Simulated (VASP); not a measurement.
# Mo (I4/mmm) in VASP: a series of runs

Mo is run at these levels: PBE; tasks: single point.

Program: VASP 6.6.1. These are calculated values, not measurements. Logs are shortened: lines on timing, memory, paths and dates and some standing lists are left out, and cuts for length are marked.

## 1. The cell of the first run

It takes space group I4/mmm (No. 139, tetragonal). Conventional cell: a = 3.142 Å, b = 3.142 Å, c = 3.236 Å, α = 90.00°, β = 90.00°, γ = 90.00°. Mo (site symmetry 4/mmm) has 14 Mo at 2.75 to 3.24 Å within 3.6 Å.

## 2. Single point, PBE (strain +0.0300 x Voigt [1, 0, 0, 0, 0, 0])

INCAR

```
PREC = Accurate
ENCUT = 520
EDIFF = 1E-7
ISMEAR = 0
SIGMA = 0.15
LREAL = F
LASPH = T
NELM = 60
ALGO = Fast
ISIF = 2
LWAVE = F
LCHARG = T
GGA = PE
LELF = T
LVHAR = T
NBANDS = 13
```

KPOINTS

```
regular mesh
0
Gamma
  22 22 22
```

POSCAR

```
Mo
1.0
   -1.6181300000      1.5710000000      1.5710000000
    1.6181300000     -1.5710000000      1.5710000000
    1.6181300000      1.5710000000     -1.5710000000
Mo
1
Direct
    0.0000000000      0.0000000000      0.0000000000
```

Potentials or basis: VASP PAW PBE potentials, release 64 (Mo_sv).

Run with:

```sh
cat potpaw_PBE.64/Mo_sv/POTCAR > POTCAR
mpirun -np 1 vasp_std > vasp.out
```

OUTCAR:

```text
PREC = Accurate
   ENCUT = 520
   EDIFF = 1E-7
   ISMEAR = 0
   LREAL = F
   LASPH = T
   NELM = 60
   ISIF = 2
   GGA = PE

 ion  position               nearest neighbor table
   1  0.000  0.000  0.000-

  LATTYP: Found a body centered tetragonal cell.
 ALAT       =     3.1420000000
 C/A-ratio  =     1.0300000000

  Lattice vectors:

 A1 = (  -1.6181300000,   1.5710000000,  -1.5710000000)
 A2 = (  -1.6181300000,  -1.5710000000,   1.5710000000)
 A3 = (   1.6181300000,   1.5710000000,   1.5710000000)

Analysis of symmetry for initial positions (statically):
=====================================================================
 Subroutine PRICEL returns:
 Original cell was already a primitive cell.

 Routine SETGRP: Setting up the symmetry group for a
 body centered tetragonal supercell.

 Subroutine GETGRP returns: Found 16 space group operations
 (whereof 16 operations were pure point group operations)
 out of a pool of 16 trial point group operations.

The static configuration has the point symmetry D_4h.

Analysis of symmetry for dynamics (positions and initial velocities):
=====================================================================
 Subroutine PRICEL returns:
 Original cell was already a primitive cell.

 Routine SETGRP: Setting up the symmetry group for a
 body centered tetragonal supercell.

 Subroutine GETGRP returns: Found 16 space group operations
 (whereof 16 operations were pure point group operations)
 out of a pool of 16 trial point group operations.

The dynamic configuration has the point symmetry D_4h.

 Subroutine INISYM returns: Found 16 space group operations
 (whereof 16 operations are pure point group operations),
 and found     1 'primitive' translations

----------------------------------------------------------------------------------------

                                     Primitive cell

  volume of cell :      15.9744

  direct lattice vectors                    reciprocal lattice vectors
    -1.618130000  1.571000000  1.571000000     0.000000000  0.318268619  0.318268619
     1.618130000 -1.571000000  1.571000000     0.308998659  0.000000000  0.318268619
     1.618130000  1.571000000 -1.571000000     0.308998659  0.318268619  0.000000000

  length of vectors
     2.748531735  2.748531735  2.748531735     0.450099797  0.443593378  0.443593378

  position of ions in fractional coordinates (direct lattice)
     0.000000000  0.000000000  0.000000000

  ion indices of the primitive-cell ions
   primitive index   ion index
                 1           1

----------------------------------------------------------------------------------------

 KPOINTS: regular mesh

Automatic generation of k-mesh.
 Grid dimensions read from file:
 generate k-points for:   22   22   22

 Generating k-lattice:

  Cartesian coordinates                     Fractional coordinates (reciprocal lattice)
     0.000000000  0.014466755  0.014466755     0.045454545  0.000000000  0.000000000
     0.014045394  0.000000000  0.014466755     0.000000000  0.045454545  0.000000000
     0.014045394  0.014466755  0.000000000     0.000000000  0.000000000  0.045454545

  Length of vectors
     0.020459082  0.020163335  0.020163335

  Shift w.r.t. Gamma in fractional coordinates (k-lattice)
     0.000000000  0.000000000  0.000000000

 Subroutine IBZKPT returns following result:
 ===========================================

 Found    834 irreducible k-points:

 Following reciprocal coordinates:
            Coordinates               Weight
  0.000000  0.000000  0.000000      1.000000
  0.045455  0.000000  0.000000      4.000000
  0.090909  0.000000  0.000000      4.000000
  0.136364  0.000000  0.000000      4.000000
  0.181818  0.000000  0.000000      4.000000
  0.227273  0.000000  0.000000      4.000000
[... 16 lines left out ...]
  0.454545  0.045455 -0.000000     16.000000
  0.000000  0.090909 -0.000000      8.000000
 [... further k-points ...]
   k-points           NKPTS =    834   k-points in BZ     NKDIM =    834   number of bands    NBANDS=     13
   number of dos      NEDOS =    301   number of ions     NIONS =      1
   total plane-waves  NPLWV =   8000
   dimension x,y,z NGX =    20 NGY =   20 NGZ =   20
   dimension x,y,z NGXF=    40 NGYF=   40 NGZF=   40
   ions per type =               1
   NGX,Y,Z   is equivalent  to a cutoff of  12.10, 12.10, 12.10 a.u.
   NGXF,Y,Z  is equivalent  to a cutoff of  24.19, 24.19, 24.19 a.u.
 SYSTEM =  unknown system
   PREC   = accura    normal or accurate (medium, high low for compatibility)
   ISTART =      0    job   : 0-new  1-cont  2-samecut
   ICHARG =      2    charge: 1-file 2-atom 10-const
   ISPIN  =      1    spin polarized calculation?
   LNONCOLLINEAR =      F non collinear calculations
   LSORBIT =      F    spin-orbit coupling
   LASPH  =      T    aspherical Exc in radial PAW
   ENCUT  =  520.0 eV  38.22 Ry    6.18 a.u.   5.11  5.11  5.11*2*pi/ulx,y,z
   NELM   =     60;   NELMIN=  2; NELMDL= -5     # of ELM steps
   EDIFF  = 0.1E-06   stopping-criterion for ELM
   LREAL  =      F    real-space projection
   EDIFFG = 0.1E-05   stopping-criterion for IOM
   NSW    =      0    number of steps for IOM
   IBRION =     -1    ionic relax: 0-MD 1-quasi-New 2-CG
   NFREE  =      0    steps in history (QN), initial steepest desc. (CG)
   ISIF   =      2    stress and relaxation
   ISYM   =      2    0-nonsym 1-usesym 2-fastsym
   POTIM  = 0.5000    time-step for ionic-motion
   TEBEG  =    0.0;   TEEND  =   0.0 temperature during run
   PSTRESS=    0.0 pullay stress
   NELECT =      14.0000    total number of electrons
   NUPDOWN=      -1.0000    fix difference up-down
   EMIN   =  10.00;   EMAX   =-10.00  energy-range for DOS
   EFERMI =   0.00;   METHOD = LEGACY
   ISMEAR =     0;   SIGMA  =   0.15  broadening in eV -4-tet -1-fermi 0-gaus
   EFERMI_NEDOS =   21; number of points for ismear=-14 and -15
   IALGO  =     68    algorithm
   IMIX   =      4    mixing-type and parameters
     AMIX     =   0.40;   BMIX     =  1.00
     AMIX_MAG =   1.60;   BMIX_MAG =  1.00
  volume/ion in A,a.u.               =      15.97       107.80
  Fermi-wavevector in a.u.,A,eV,Ry     =   1.566663  2.960564 33.394588  2.454433
  Thomas-Fermi vector in A             =   2.668958
   LORBIT       =      0    0 simple, 1 ext, 2 COOP (PROOUT), +10 PAW based schemes
   GGA     = PE    functional components
   LHFCALC =     F    Hartree Fock is set to
   AEXX    =    0.0000 exact exchange contribution
   IVDW    =     0    specifies the selected vdW correction
   LEPSILON=     F    determine dielectric tensor
   LRPA    =     F    only Hartree local field effects (RPA)
 non-spin polarized calculation
 RMM-DIIS sequential band-by-band and
 Gauss-broadening in eV      SIGMA  =   0.15
  energy-cutoff  :      520.00
  volume of cell :       15.97
 maximum number of plane-waves:       443
   NGX = 11   NGY = 11   NGZ = 11

 number of electron      14.0000003 magnetization

 Free energy of the ion-electron system (eV)
  ---------------------------------------------------
  ext. energy  EPLUGINS =         0.00000000
  ---------------------------------------------------
  free energy    TOTEN  =       -10.92852370 eV

  energy without entropy =      -10.92110836  energy(sigma->0) =      -10.92481603

 E-fermi :  12.2377     XC(G=0): -13.2683

 val. band max:       12.2362757161   @ k =  -0.4091   0.4545   0.2727
 cond. band min:      12.2460648847   @ k =  -0.2273   0.2727   0.0909
 fundamental gap:      0.0097891686
 Fermi energy:        12.2376683744

 k-point     1 :       0.0000    0.0000    0.0000
  band No.  band energies     occupation
      1     -49.0306      2.00000
      2     -22.3512      2.00000
      3     -22.3424      2.00000
      4     -22.3424      2.00000
      5       5.0845      2.00000
      6      10.8254      2.00000
      7      10.8254      2.00000
      8      11.1476      2.00000
      9      13.6546      0.00000
     10      14.0668      0.00000
     11      26.6878      0.00000
     12      27.2409      0.00000
     13      27.2409      0.00000

 k-point     2 :       0.0455    0.0000    0.0000
  band No.  band energies     occupation
      1     -49.0257      2.00000
      2     -22.3706      2.00000
      3     -22.3604      2.00000
      4     -22.3431      2.00000
      5       5.1764      2.00000
      6      10.7709      2.00000
      7      10.9102      2.00000
      8      11.1346      2.00000
      9      13.6617      0.00000
     10      13.9902      0.00000
     11      26.8444      0.00000
     12      27.3088      0.00000
     13      27.4123      0.00000

 k-point     3 :       0.0909    0.0000    0.0000
  band No.  band energies     occupation
      1     -49.0114      2.00000
      2     -22.4525      2.00000
      3     -22.3871      2.00000
      4     -22.3449      2.00000
      5       5.4436      2.00000
      6      10.6160      2.00000
      7      11.0859      2.00000
      8      11.1625      2.00000
      9      13.6850      0.00000
     10      13.8044      0.00000
     11      27.3047      0.00000
     12      27.4854      0.00000
     13      27.8645      0.00000
[... 305 lines left out ...]
 k-point    23 :       0.4545    0.0455   -0.0000
  band No.  band energies     occupation
      1     -48.7837      2.00000
      2     -23.6293      2.00000
      3     -22.7939      2.00000
      4     -22.3851      2.00000
      5       7.0959      2.00000
      6       8.7555      2.00000
      7      13.4832      0.00000
      8      14.1400      0.00000
      9      14.8684      0.00000
     10      17.0019      0.00000
     11      23.7636      0.00000
     12      24.2430      0.00000
     13      28.8571      0.00000

 k-point    24 :       0.0000    0.0909   -0.0000
  band No.  band energies     occupation
      1     -49.0119      2.00000
      2     -22.4575      2.00000
      3     -22.3757      2.00000
      4     -22.3469      2.00000
      5       5.4327      2.00000
      6      10.7609      2.00000
      7      10.7964      2.00000
      8      11.3521      2.00000
      9      13.4486      0.00000
     10      14.0084      0.00000
     11      27.1032      0.00000
     12      27.7009      0.00000
     13      27.8263      0.00000

 [... further k-points ...]

------------------------ aborting loop because EDIFF is reached ----------------------------------------

  FORCE on cell =-STRESS in cart. coord.  units (eV):
  Direction    XX          YY          ZZ          XY          YZ          ZX
  --------------------------------------------------------------------------------------
  -------------------------------------------------------------------------------------
  Total       -0.7890011      0.0445076      0.0445076      0.0000000      0.0000000      0.0000000
  in kB      -79.1338691      4.4639428      4.4639428      0.0000000      0.0000000      0.0000000
  external PRESSURE =     -23.4019945 kB  Pullay stress =       0.0000000 kB

 VOLUME and BASIS-vectors are now :
 -----------------------------------------------------------------------------
  energy-cutoff  :      520.00
  volume of cell :       15.97
      direct lattice vectors                 reciprocal lattice vectors
    -1.618130000  1.571000000  1.571000000     0.000000000  0.318268619  0.318268619
     1.618130000 -1.571000000  1.571000000     0.308998659  0.000000000  0.318268619
     1.618130000  1.571000000 -1.571000000     0.308998659  0.318268619  0.000000000

 POSITION                                       TOTAL-FORCE (eV/Angst)
 -----------------------------------------------------------------------------------
      0.00000      0.00000      0.00000        -0.000000      0.000000      0.000000
 -----------------------------------------------------------------------------------
    total drift:                                0.000000     -0.000000      0.000000

  FREE ENERGIE OF THE ION-ELECTRON SYSTEM (eV)
  ---------------------------------------------------
  free  energy   TOTEN  =       -10.9285237045 eV

  energy  without entropy=      -10.9211083575  energy(sigma->0) =      -10.92481603
```

Run time: 91 s. Hardware: 1 thread of Intel Xeon Platinum 8488C (Sapphire Rapids), shared host; peak memory 0.26 GiB.

What came out:

```yaml
Free_energy: -10.9285 eV
Pressure: -2.3 GPa
Band_gap_on_the_k_mesh: zero (band 7 reaches 16.04 eV, above the bottom of band 8 at 11.13 eV)
```

Stress tensor (GPa, compression positive):
```
-7.91  0.00  0.00
 0.00  0.45  0.00
 0.00  0.00  0.45
```

Caveat: the cell differs from its parent crystal (strain +0.0300 x Voigt [1, 0, 0, 0, 0, 0]).

## 3. Single point, PBE (strain +0.0450 x Voigt [1, 0, 0, 0, 0, 0])

INCAR

```
PREC = Accurate ; ENCUT = 520
EDIFF = 1E-7 ; ISMEAR = 0
SIGMA = 0.15 ; LREAL = False
LASPH = True ; NELM = 60
ALGO = Fast ; ISIF = 2
LWAVE = False ; LCHARG = True
GGA = PE ; LELF = True
LVHAR = True ; NBANDS = 13
```

KPOINTS

```
Automatic mesh
0
Gamma
  22 22 22
```

POSCAR

```
Mo
1.0
   -1.6416950000      1.5710000000      1.5710000000
    1.6416950000     -1.5710000000      1.5710000000
    1.6416950000      1.5710000000     -1.5710000000
Mo
1
Direct
    0.0000000000      0.0000000000      0.0000000000
```

Potentials or basis: VASP PAW PBE potentials, release 64 (Mo_sv).

Run with:

```sh
cat potpaw_PBE.64/Mo_sv/POTCAR > POTCAR
mpirun -np 1 vasp_std > vasp.out
```

Wall time 1.9 min (1 thread of Intel Xeon Platinum 8488C (Sapphire Rapids), shared host); peak memory 0.28 GiB.

Results (log left out):

```
Free energy            : -10.9129 eV
Pressure               : -5.7 GPa
Band gap on the k mesh : zero (band 7 reaches 15.70 eV, above the bottom of band 8 at 10.97 eV)
```

Stress tensor (GPa, compression positive):
```
-13.60   0.00   0.00
  0.00  -1.75   0.00
  0.00   0.00  -1.75
```

Levels at points of the mesh, in eV from the Fermi level:
```tsv
k point	band 5	band 6	band 7	band 8	band 9	band 10
(0.00, 0.00, 0.00)	-7.10	-1.43	-1.43	-0.96	1.29	1.88
(0.50, 0.00, 0.00)	-5.14	-3.55	1.74	2.01	2.42	4.56
(0.00, 0.50, 0.00)	-5.08	-3.05	1.29	1.40	2.24	4.45
(0.50, 0.50, 0.50)	-5.21	-5.10	3.69	3.84	3.84	8.05
```

Caveat: the cell differs from its parent crystal (strain +0.0450 x Voigt [1, 0, 0, 0, 0, 0]).

[end of part 1 of 2]
